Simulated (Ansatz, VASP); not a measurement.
# Two plane-wave programs on SnSe

The input INCAR:

```
SYSTEM = SnSe
PREC = Accurate
ENCUT = 520
EDIFF = 1E-6
ISMEAR = 0
SIGMA = 0.01
LREAL = .FALSE.
LASPH = .TRUE.
NELM = 100
ALGO = Normal
ISIF = 2
LWAVE = .FALSE.
LCHARG = .FALSE.
GGA = PE
NBANDS = 28
```

The input KPOINTS:

```
regular mesh
0
G
  6 6 4
  0 0 0
```

POSCAR

```
SnSe
1.0
    5.0007159406      0.0000000000      0.0000000000
   -2.5003579703      4.3307470417      0.0000000000
    0.0000000000      0.0000000000      6.0841768032
Sn Se
2 2
Direct
    0.3333333333      0.6666666667     -0.0420214511
    0.6666666667      0.3333333333      0.4579785489
    0.3333333333      0.6666666667      0.4170214511
    0.6666666667      0.3333333333      0.9170214511
```

Input for Ansatz:

```yaml
crystal:
  lattice:
    - [5.0007159406, 0.0, 0.0]
    - [-2.5003579703, 4.3307470417, 0.0]
    - [0.0, 0.0, 6.0841768032]
  atoms:
    - { symbol: Sn, position: [0.3333333333, 0.6666666667, -0.0420214511] }
    - { symbol: Sn, position: [0.6666666667, 0.3333333333, 0.4579785489] }
    - { symbol: Se, position: [0.3333333333, 0.6666666667, 0.4170214511] }
    - { symbol: Se, position: [0.6666666667, 0.3333333333, 0.9170214511] }
kpoints:
  mp_grid: { grid: [6, 6, 4] }
hamiltonian:
  xc: pbe
scf:
  occupations: { method: fixed }
  n_extra_bands: 5
output:
  forces: true
  stress: true
  eigenvalues: true
```

Alike in both runs: task single point; functional PBE; k mesh 6 × 6 × 4; no spin polarisation.

|  | VASP | Ansatz |
| --- | --- | --- |
| version | VASP 6.6.1 | Ansatz 0.2.0 |
| potentials or method | VASP PAW PBE potentials, release 64 (Sn_d, Se) | plane waves, PAW |
| plane-wave cutoff (eV) | 520 | 420 |
| occupations | gaussian, width 0.01 eV | fixed |
| valence electrons in the cell | 40 | 60 |

Ansatz gave:

- gap on the k mesh at the Fermi level (eV): 0.71
- pressure (GPa): 2.5
- traceless stress, the component that is largest in VASP (GPa): 0.14
- rms of the force components (eV/Å): 0.079

Problem. What did VASP give for the same quantities?

Solution. gap on the k mesh at the Fermi level (eV): 0.71; pressure (GPa): 2.5; traceless stress, the component that is largest in VASP (GPa): 0.15; rms of the force components (eV/Å): 0.084.

Atom by atom the forces differ by 0.005 eV/Å (rms over components). VASP's potentials hold 40 valence electrons a cell and Ansatz's 60, so a difference there can come from the potentials and not from the codes.
